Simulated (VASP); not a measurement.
Input of a VASP 6.6.1 run:

The input INCAR:

```
PREC = Accurate ; ENCUT = 520
EDIFF = 1E-6 ; ISMEAR = -1
SIGMA = 0.05 ; LREAL = F
LASPH = T ; NELM = 60
ALGO = Fast ; ISIF = 2
LWAVE = F ; LCHARG = F
GGA = PS ; NBANDS = 18
```

Contents of KPOINTS:

```
Automatic mesh
0
Gamma
  11 11 11
```

POSCAR

```
CuAu
1.0
    1.3969273387      0.8065163750      4.2841674657
   -1.3969273387      0.8065163750      4.2841674657
    0.0000000000     -1.6130327500      4.2841674657
Au Cu
1 1
Direct
    0.0000000000      0.0000000000      0.0000000000
    0.5000000000      0.5000000000      0.5000000000
```

Potentials or basis: VASP PAW PBE potentials, release 64 (Au, Cu).

Launch:

```console
$ cat potpaw_PBE.64/Au/POTCAR potpaw_PBE.64/Cu/POTCAR > POTCAR
$ mpirun -np 1 vasp_std > vasp.out
```

Problem. Estimate the pressure.

Solution. 0.1 GPa.

Problem. What does it give for the band gap on the k mesh?

Solution. Zero (bands 11 and 12 overlap by 4.38 eV).

Stress tensor (GPa, compression positive):
```
0.08 0.00 0.00
0.00 0.08 0.00
0.00 0.00 0.25
```

Caveat: the PAW data sets were made with another functional, which shifts forces and pressure a little; spin-orbit coupling is left out, which moves the levels of the heavy elements.
